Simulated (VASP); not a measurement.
# BN (F-43m) in VASP: notebook

The runs below take BN through vibrations by perturbation theory, with LDA.

Everything below comes from runs of VASP 6.6.1. Logs are shortened: lines on timing, memory, paths and dates and some standing lists are left out, and cuts for length are marked.

## 1. The cell of the first run

Symmetry: F-43m, No. 216, cubic system. The conventional cell has a = 3.526 Å, b = 3.526 Å, c = 3.526 Å, α = 90.00°, β = 90.00°, γ = 90.00°. Within 2.0 Å of B (site symmetry -43m) lie 4 N at 1.53 Å. N (site symmetry -43m) has 4 B at 1.53 Å within 2.0 Å.

## 2. Vibrations by perturbation theory, LDA

File INCAR:

```
  PREC = Accurate
  ENCUT = 520
  EDIFF = 1E-8
  ISMEAR = 0
  SIGMA = 0.01
  LREAL = F
  LASPH = T
  NELM = 80
  ALGO = Normal
  ISIF = 2
  LWAVE = F
  LCHARG = T
  GGA = CA
  IBRION = 8
  NSW = 1
  LEPSILON = T
```

File KPOINTS:

```
Automatic mesh
0
Gamma
  12 12 12
```

File POSCAR:

```
BN
1.0
    0.0000000000      1.7631677535      1.7631677535
    1.7631677535      0.0000000000      1.7631677535
    1.7631677535      1.7631677535      0.0000000000
B N
1 1
Direct
    0.0000000000      0.0000000000      0.0000000000
    0.7500000000      0.7500000000      0.7500000000
```

Potentials or basis: VASP PAW LDA potentials, release 64 (B, N).

Command:

```
$ cat potpaw_LDA.64/B/POTCAR potpaw_LDA.64/N/POTCAR > POTCAR
$ mpirun -np 1 vasp_std > vasp.out
```

OUTCAR:

```text
PREC = Accurate
   ENCUT = 520
   EDIFF = 1E-8
   ISMEAR = 0
   LREAL = F
   LASPH = T
   NELM = 80
   ISIF = 2
   GGA = CA
   IBRION = 8
   NSW = 1
   LEPSILON = T

 ion  position               nearest neighbor table
   1  0.000  0.000  0.000-   2 1.53   2 1.53   2 1.53   2 1.53
   2  0.750  0.750  0.750-   1 1.53   1 1.53   1 1.53   1 1.53

  LATTYP: Found a face centered cubic cell.
 ALAT       =     3.5263355070

  Lattice vectors:

 A1 = (   0.0000000000,   1.7631677535,   1.7631677535)
 A2 = (   1.7631677535,   0.0000000000,   1.7631677535)
 A3 = (   1.7631677535,   1.7631677535,   0.0000000000)

Analysis of symmetry for initial positions (statically):
=====================================================================
 Subroutine PRICEL returns:
 Original cell was already a primitive cell.

 Routine SETGRP: Setting up the symmetry group for a
 face centered cubic supercell.

 Subroutine GETGRP returns: Found 24 space group operations
 (whereof 24 operations were pure point group operations)
 out of a pool of 48 trial point group operations.

The static configuration has the point symmetry T_d .

Analysis of symmetry for dynamics (positions and initial velocities):
=====================================================================
 Subroutine PRICEL returns:
 Original cell was already a primitive cell.

 Routine SETGRP: Setting up the symmetry group for a
 face centered cubic supercell.

 Subroutine GETGRP returns: Found 24 space group operations
 (whereof 24 operations were pure point group operations)
 out of a pool of 48 trial point group operations.

The dynamic configuration has the point symmetry T_d .

 Subroutine INISYM returns: Found 24 space group operations
 (whereof 24 operations are pure point group operations),
 and found     1 'primitive' translations

----------------------------------------------------------------------------------------
[... 494 lines left out ...]
     0.00000 -0.00493  5.34060
     0.00000  5.34060 -0.00493

 MACROSCOPIC STATIC DIELECTRIC TENSOR (including local field effects in DFT)
 ------------------------------------------------------
           4.526263     0.000000    -0.000000
           0.000000     4.526263     0.000000
           0.000000    -0.000000     4.526263
 ------------------------------------------------------

 PIEZOELECTRIC TENSOR (including local field effects)  for field in x, y, z        (e  Angst)
          XX          YY          ZZ          XY          YZ          ZX
  --------------------------------------------------------------------------------
  x    -0.00000    -0.00000     0.00000     0.00000     0.70487     0.00000
  y     0.00000     0.00000     0.00000     0.00000     0.00000     0.70487
  z    -0.00000    -0.00000     0.00000     0.70487     0.00000     0.00000

 PIEZOELECTRIC TENSOR (including local field effects)  for field in x, y, z        (C/m^2)
          XX          YY          ZZ          XY          YZ          ZX
  --------------------------------------------------------------------------------
  x    -0.00000    -0.00000     0.00000     0.00000     1.03016     0.00000
  y     0.00000     0.00000     0.00000     0.00000     0.00000     1.03016
  z    -0.00000    -0.00000     0.00000     1.03016     0.00000     0.00000

 BORN EFFECTIVE CHARGES (including local field effects) (in |e|, cummulative output)
 ---------------------------------------------------------------------------------
 ion    1
    1     1.85093     0.00000     0.00000
    2     0.00000     1.85093     0.00000
    3    -0.00000    -0.00000     1.85093
 ion    2
    1    -1.85093    -0.00000    -0.00000
    2    -0.00000    -1.85093    -0.00000
    3     0.00000     0.00000    -1.85093

 INTERNAL STRAIN TENSOR FOR ION    2 for displacements in x,y,z  (eV/Angst):
          X           Y           Z          XY          YZ          ZX
  --------------------------------------------------------------------------------
  x     0.00000    -0.00000    -0.00000     0.00000     5.34060     0.00000
  y     0.00000     0.00000     0.00000     0.00000     0.00000     5.34060
  z    -0.00000    -0.00000     0.00000     5.34060     0.00000     0.00000

 SECOND DERIVATIVES (NOT SYMMETRIZED)
 ------------------------------------
               1X          1Y          1Z          2X          2Y          2Z
  1X   -28.713664    0.000000    0.000000   28.713664    0.000000    0.000000
  1Y     0.000000  -28.713664    0.000000    0.000000   28.713664    0.000000
  1Z     0.000000    0.000000  -28.713664    0.000000    0.000000   28.713664
  2X    28.709420    0.000000    0.000000  -28.709420    0.000000    0.000000
  2Y     0.000000   28.709420    0.000000    0.000000  -28.709420    0.000000
  2Z     0.000000    0.000000   28.709420    0.000000    0.000000  -28.709420

 Eigenvectors and eigenvalues of the dynamical matrix
 ----------------------------------------------------

   1 f  =   33.915598 THz   213.097984 2PiTHz 1131.302562 cm-1   140.263578 meV
             X         Y         Z           dx          dy          dz
      0.000000  0.000000  0.000000     0.000000    0.751212    0.000000
      2.644752  2.644752  2.644752     0.000000   -0.660061    0.000000
[... 21 lines left out ...]
   6 f/i=    0.001243 THz     0.007811 2PiTHz    0.041467 cm-1     0.005141 meV
             X         Y         Z           dx          dy          dz
      0.000000  0.000000  0.000000     0.000000    0.000000   -0.660061
      2.644752  2.644752  2.644752     0.000000    0.000000   -0.751212

--------------------------------------------------------------------------------------------------------

 MACROSCOPIC STATIC DIELECTRIC TENSOR IONIC CONTRIBUTION
 ------------------------------------------------------
           1.969611     0.000000     0.000000
           0.000000     1.969611     0.000000
           0.000000     0.000000     1.969611
 ------------------------------------------------------

 ELASTIC MODULI CONTR FROM IONIC RELAXATION (kBar)
 Direction    XX          YY          ZZ          XY          YZ          ZX
 --------------------------------------------------------------------------------
 XX          -0.0000      0.0000      0.0000      0.0000     -0.0000      0.0000
 YY           0.0000     -0.0000      0.0000      0.0000      0.0000     -0.0000
 ZZ           0.0000      0.0000     -0.0000     -0.0000      0.0000      0.0000
 XY           0.0000      0.0000     -0.0000   -140.4836      0.0000      0.0000
 YZ          -0.0000      0.0000      0.0000      0.0000   -140.4836      0.0000
 ZX           0.0000     -0.0000      0.0000      0.0000      0.0000   -140.4836
 --------------------------------------------------------------------------------

 PIEZOELECTRIC TENSOR IONIC CONTR  for field in x, y, z        (C/m^2)
          XX          YY          ZZ          XY          YZ          ZX
  --------------------------------------------------------------------------------
  x    -0.00000     0.00000     0.00000    -0.00000    -0.49497    -0.00000
  y     0.00000    -0.00000     0.00000    -0.00000    -0.00000    -0.49497
  z     0.00000     0.00000    -0.00000    -0.49497     0.00000     0.00000
```

OSZICAR:

```text
N       E                     dE             d eps       ncg     rms          rms(c)
DAV:   1     0.465262762374E+01    0.46526E+01   -0.53210E+03  1192   0.987E+02
DAV:   2    -0.205460921789E+02   -0.25199E+02   -0.24658E+02  1536   0.153E+02
DAV:   3    -0.206553184418E+02   -0.10923E+00   -0.10923E+00  1328   0.127E+01
DAV:   4    -0.206554104542E+02   -0.92012E-04   -0.92012E-04  1592   0.333E-01
[... 131 lines left out ...]
RMM:   7    -0.228103798335E+00    0.22814E-05   -0.63702E-08  7512   0.492E-04    0.582E-05
RMM:   8    -0.228103968610E+00   -0.17027E-06   -0.19021E-09  7138   0.510E-05    0.230E-05
RMM:   9    -0.228103891201E+00    0.77409E-07    0.34144E-09  7756   0.207E-05    0.863E-07
RMM:  10    -0.228103880577E+00    0.10624E-07   -0.11958E-09  5719   0.141E-06    0.392E-07
RMM:  11    -0.228103881885E+00   -0.13089E-08    0.63028E-11  4415   0.973E-07    0.505E-08
 Linear response finished
```

stdout:

```text
POSCAR found type information on POSCAR B N
 POSCAR found :  2 types and       2 ions
 scaLAPACK will be used
 LDA part: xc-table for (Slater(with rela. corr.)+CA(PZ))
 , standard interpolation
 POSCAR, INCAR and KPOINTS ok, starting setup
 FFT: planning ... GRIDC
 FFT: planning ... GRID_SOFT
 FFT: planning ... GRID
[... 24 lines left out ...]
 Linear response to external field, progress :
  Direction:   3
 dielectric tensor                  component  3 :     0.387     0.652     4.526
 Linear response DOF=           2
 Linear response progress:
 first order change of Fermi-energy   0.47937E-04
 force on displaced ion       1 direction 1 : -28.714   0.000   0.000
 Born effective charge ion    1 direction 1 :   1.851   0.000   0.000
 Linear response progress:
 first order change of Fermi-energy   0.20752E-03
 force on displaced ion       2 direction 1 : -28.709   0.000   0.000
 Born effective charge ion    2 direction 1 :  -1.851   0.000   0.000
 Born effective charges drift removed
 Linear response finished
```

Wall time 4.2 min (1 thread of Intel Xeon 8259CL, shared host); peak memory 0.17 GiB.

Results:

| Property | Result |
| --- | --- |
| Electronic dielectric tensor (diagonal) | 4.53 |
| Born charges (mean of the diagonal) | B +1.85; N -1.85 e |
| Highest phonon frequency at Γ, LO-TO splitting left out | 1131 cm⁻¹ |

Phonon frequencies in cm⁻¹ (negative: imaginary):
| q point | frequencies |
| --- | --- |
| (0.000, 0.000, 0.000) | 0 0 0 1131 1131 1131 |

Electronic dielectric tensor:
```
4.53 0.00 0.00
0.00 4.53 0.00
0.00 0.00 4.53
```

Born effective charge tensors (e):
atom 1, B
```
1.85 0.00 0.00
0.00 1.85 0.00
0.00 0.00 1.85
```
atom 2, N
```
-1.85  0.00  0.00
 0.00 -1.85  0.00
 0.00  0.00 -1.85
```

Caveat: the cell wasn't relaxed at this level first, which shifts response properties.

(Part 1 of 3 ends here.)
